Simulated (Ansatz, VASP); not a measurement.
BN: VASP beside Ansatz

```
B N
1.0
     2.50399    0.00000    0.00000
    -1.25200    2.16852    0.00000
     0.00000    0.00000    6.66120
B N
2 2
Direct
  0.33333 0.66667 0.25000
  0.66667 0.33333 0.75000
  0.30451 0.65226 0.75000
  0.63785 0.31892 0.25000
```

Change from the starting cell: all N atoms moved +0.062 Å, as atom 3 towards its neighbour atom 2 (B) at 1.446 Å.

Alike in both runs: task single point; functional r2SCAN; k mesh 12 × 12 × 4; occupations gaussian, width 0.05 eV; no spin polarisation.

|  | VASP | Ansatz |
| --- | --- | --- |
| version | VASP 6.6.1 | Ansatz 0.2.0 |
| potentials or method | VASP PAW PBE potentials, release 64 (B, N), cutoff 520 eV | scalar-relativistic, plane waves, PAW |
| valence electrons in the cell | 16 | 16 |

```tsv
	VASP	Ansatz	Ansatz less VASP
gap on the k mesh at the Fermi level (eV)	4.79	4.75	-0.041
least direct gap on the mesh (eV)	5.19	5.15	-0.039
pressure (GPa)	1.2	0.9	-0.37
traceless stress, the component that is largest in VASP (GPa)	-0.70	-0.05	+0.643
rms of the force components (eV/Å)	1.505	1.514	+0.0091
```

VASP's potentials were made for PBE, not for r2SCAN. Atom by atom the forces differ by 0.009 eV/Å (rms over components). With one functional, cell and mesh, what is left measures potentials, basis and numerics.
